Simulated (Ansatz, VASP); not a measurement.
**Two plane-wave programs on CaF2**

```
Ca F
1.0
     0.00000    2.81916    2.81916
     2.81916    0.00000    2.81916
     2.81916    2.81916    0.00000
Ca F
1 2
Direct
  0.00000 0.00000 0.00000
  0.25000 0.25000 0.25000
  0.75000 0.75000 0.75000
```

Alike in both runs: task single point; functional PBE; k mesh 5 × 5 × 5; no spin polarisation.

|  | VASP | Ansatz |
| --- | --- | --- |
| version | VASP 6.6.1 | Ansatz 0.2.0 |
| potentials or method | VASP PAW PBE potentials, release 64 (Ca_sv, F) | plane waves, norm-conserving potentials |
| plane-wave cutoff (eV) | 600 | 1320 |
| occupations | gaussian, width 0.01 eV | fixed |
| valence electrons in the cell | 24 | 24 |

```tsv
	VASP	Ansatz	Ansatz less VASP
pressure (GPa)	-4.5	-4.6	-0.09
```
